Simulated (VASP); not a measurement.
Input of a VASP 6.6.1 run:

INCAR

```
SYSTEM = SiGe2
ALGO = Normal
EDIFF = 1E-6
EDIFFG = -0.04
ENCUT = 600
GGA = PE
IBRION = 2
ISIF = 3
ISMEAR = 0
LASPH = .TRUE.
LCHARG = .FALSE.
LREAL = .FALSE.
LWAVE = .FALSE.
NELM = 100
NSW = 90
PREC = Accurate
SIGMA = 0.1
```

KPOINTS

```
k-points
0
G
  6 6 8
  0 0 0
```

Contents of POSCAR:

```
SiGe2
1.0
    5.1383320996      0.0000000000      0.0000000000
   -2.5691660498      4.4499261313      0.0000000000
    0.0000000000      0.0000000000      2.4688163394
Si Ge
1 2
Direct
    0.0000000000      0.0000000000      0.5000000000
    0.3333333333      0.6666666667      0.5000000000
    0.6666666667      0.3333333333      0.5000000000
```

Potentials or basis: VASP PAW PBE potentials, release 64 (Si, Ge_d).

The run is started by

```bash
$ cat potpaw_PBE.64/Si/POTCAR potpaw_PBE.64/Ge_d/POTCAR > POTCAR
$ mpirun -np 1 vasp_std > vasp.out
```

Problem. What does it give for the space group after relaxing (to 0.1 Å)?

Solution. P6/mmm (No. 191).

Problem. What does it give for the relaxed cell?

Solution. a = 4.834 Å, b = 4.834 Å, c = 2.664 Å, α = 90.00°, β = 90.00°, γ = 120.00°.

Final structure:
```yaml
crystal:
  lattice:
    - [4.83424, 0.00000, 0.00000]
    - [-2.41712, 4.18657, 0.00000]
    - [0.00000, 0.00000, 2.66362]
  atoms:
    - { symbol: Si, position: [0.00000, 0.00000, 0.50000] }
    - { symbol: Ge, position: [0.33333, 0.66667, 0.50000] }
    - { symbol: Ge, position: [0.66667, 0.33333, 0.50000] }
```

Caveat: the highest band is partly filled, so the run has too few bands.
